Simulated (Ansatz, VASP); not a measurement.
Two plane-wave programs on MgO

```
CELL_PARAMETERS angstrom
3.53470 0.00000 0.00000
-1.76735 3.06114 0.00000
0.00000 0.00000 4.91900
ATOMIC_POSITIONS crystal
Mg 0.33333 0.66667 0.00366
Mg 0.66667 0.33333 0.50366
O 0.33333 0.66667 0.40094
O 0.66667 0.33333 0.90094
```

Alike in both runs: task single point; functional PBEsol; k mesh 9 × 9 × 6; occupations gaussian, width 0.05 eV; no spin polarisation.

|  | VASP | Ansatz |
| --- | --- | --- |
| version | VASP 6.6.1 | Ansatz 0.2.0 |
| potentials or method | VASP PAW PBE potentials, release 64 (Mg, O), cutoff 520 eV | scalar-relativistic, plane waves, PAW |
| valence electrons in the cell | 16 | 32 |

|  | VASP | Ansatz | Ansatz less VASP |
| --- | --- | --- | --- |
| gap on the k mesh at the Fermi level (eV) | 2.68 | 2.69 | +0.009 |
| least direct gap on the mesh (eV) | 2.68 | 2.69 | +0.009 |
| pressure (GPa) | -11.1 | -10.6 | +0.42 |
| traceless stress, the component that is largest in VASP (GPa) | 8.80 | 8.66 | -0.136 |
| rms of the force components (eV/Å) | 0.360 | 0.357 | -0.0032 |

VASP's potentials were made for PBE, not for PBEsol, and Ansatz warns of the same on its side. Atom by atom the forces differ by 0.003 eV/Å (rms over components). The functional is the same, so the differences come from potentials, cutoffs and numerics. VASP's potentials hold 16 valence electrons a cell and Ansatz's 32, so a difference there can come from the potentials and not from the codes.
